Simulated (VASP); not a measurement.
The system is Be2Sb.

```
Be Sb
1.0
    -2.27240    2.29271    2.37347
     2.27240   -2.29271    2.37347
     2.27240    2.29271   -2.37347
Be Sb
2 1
Direct
  0.25654 0.50000 0.75654
  0.74346 0.50000 0.24346
  0.00000 0.00000 0.00000
```

- Program: VASP 6.6.1
- Task: relaxation of cell and atoms
- Functional: PBE
- Potentials or basis: VASP PAW PBE potentials, release 64 (Be, Sb)
- Cutoff: 600 eV
- k mesh: 14 × 14 × 14
- Occupations: gaussian, width 0.1 eV
- Spin: no spin polarisation

At the start: pressure 0.3 GPa; volume 16.49 Å³/atom.

Question: Where does the relaxation end?

Answer: Over 8 steps the energy falls by 2.4 meV/atom and the volume is 16.51 Å³/atom (+0.1 %); space group Immm (No. 71, to 0.1 Å) before, I4/mmm (No. 139, to 0.1 Å).

The path:
| step | energy change (eV) | largest force (eV/Å) | pressure (GPa) | volume (Å³) |
| --- | --- | --- | --- | --- |
| 1 | 0.0000 | 0.0156 | 0.29 | 49.46 |
| 2 | -0.0023 | 0.0678 | -0.08 | 49.68 |
| 3 | -0.0029 | 0.1147 | -0.40 | 49.87 |
| 4 | -0.0049 | 0.0961 | -0.20 | 49.69 |
| 5 | -0.0065 | 0.0532 | 0.20 | 49.35 |
| 6 | -0.0071 | 0.0100 | -0.03 | 49.52 |
| 7 | -0.0071 | 0.0120 | -0.03 | 49.52 |
| 8 | -0.0072 | 0.0023 | -0.01 | 49.52 |

Final structure:
```yaml
crystal:
  lattice:
    - [-2.32943, 2.27778, 2.33307]
    - [2.32943, -2.27778, 2.33307]
    - [2.32943, 2.27778, -2.33307]
  atoms:
    - { symbol: Be, position: [0.25026, 0.50000, 0.75026] }
    - { symbol: Be, position: [0.74974, 0.50000, 0.24974] }
    - { symbol: Sb, position: [0.00000, 0.00000, 0.00000] }
```
